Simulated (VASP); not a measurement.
Set up this calculation in VASP 6.6.1, as the native input.

```
Task                   : single point
Functional             : PBE
Dispersion             : D3(BJ)
Potentials or basis    : VASP PAW PBE potentials, release 64 (Zr_sv, N)
Cutoff                 : 600 eV
k mesh                 : 6 × 6 × 6
Occupations            : gaussian, width 0.1 eV
Spin                   : no spin polarisation
Dipole correction      : no
Further INCAR settings : ALGO = Normal; EDIFF = 1e-06; NBANDS = 16
```

The structure of ZrN lies in POSCAR:

```
ZrN
1.0
    0.0000000000      2.2942655900      2.2942655900
    2.2942655900      0.0000000000      2.2942655900
    2.2942655900      2.2942655900      0.0000000000
Zr N
1 1
Direct
    0.5000000000      0.5000000000      0.5000000000
    0.0000000000      0.0000000000      0.0000000000
```

One way to write it, as run:

INCAR

```
ALGO     = Normal         # electronic algorithm
EDIFF    = 1E-6           # SCF threshold, eV
ENCUT    = 600            # plane-wave cutoff, eV
GGA      = PE             # functional
GGA_COMPAT= False        
ISIF     = 2              # what is computed and relaxed
ISMEAR   = 0              # smearing method
IVDW     = 12             # dispersion correction
LASPH    = True           # aspherical terms in the spheres
LCHARG   = True           # write CHGCAR
LELF     = True           # ELF
LREAL    = False          # projectors in reciprocal space
LVHAR    = True         
LWAVE    = False          # write WAVECAR
NBANDS   = 16             # bands
NELM     = 120            # most SCF steps
PREC     = Accurate       # precision mode
SIGMA    = 0.1            # smearing width, eV
```

KPOINTS

```
k-points
0
Gamma
  6 6 6
```

Potentials or basis: VASP PAW PBE potentials, release 64 (Zr_sv, N).

Run with:

```console
$ cat potpaw_PBE.64/Zr_sv/POTCAR potpaw_PBE.64/N/POTCAR > POTCAR
$ mpirun -np 1 vasp_std > vasp.out
```

It gave:

| Quantity | Value |
| --- | --- |
| Pressure | -4.9 GPa |
| Band gap on the k mesh | zero (an odd number of electrons rules out a gap without spin polarisation) |
| Dispersion energy per atom | -0.425 eV |

Caveat: the k points lie up to 0.40 Å⁻¹ apart, too coarse for converged energies and pressures of a metal; an odd number of electrons without spin polarisation forces a metal; a magnetic or distorted state may lie lower.

Wall time 23 s on 1 thread of Intel Xeon 8259CL, on a shared host, peak memory 0.17 GiB.
